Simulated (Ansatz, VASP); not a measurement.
TlH4 in VASP and in Ansatz

```
Tl H
1.0
     3.84406    0.00000    0.00000
     0.00000    3.84406    0.00000
     0.00000    0.00000    3.84406
Tl H
1 4
Direct
  0.50000 0.50000 0.50000
  0.00000 0.00000 0.00000
  0.50000 0.50000 0.00000
  0.50000 0.00000 0.50000
  0.00000 0.50000 0.50000
```

Change from the starting cell: species swapped into the Mn4N type (Pm-3m, No. 221).

Alike in both runs: functional PBE; k mesh 4 × 4 × 4; occupations gaussian, width 0.1 eV; no spin polarisation.

Ansatz relaxed the structure, and its values are those at the end. VASP's run is a single point on that final structure, the one shown.

```csv
,VASP,Ansatz
version,VASP 6.6.1,Ansatz 0.2.0
potentials or method,"VASP PAW PBE potentials, release 64 (Tl_d, H), cutoff 520 eV","scalar-relativistic, plane waves, PAW"
valence electrons in the cell,17,17
```

|  | VASP | Ansatz | Ansatz less VASP |
| --- | --- | --- | --- |
| gap on the k mesh at the Fermi level (eV) | none | none | - |
| pressure (GPa) | -0.3 | -0.2 | +0.11 |

A gap of «none» marks a metal or a gap that the smearing closes. The functional is the same, so the differences come from potentials, cutoffs and numerics.

The k mesh is coarse, so the values compare programs but aren't converged. Spin-orbit coupling is off throughout.
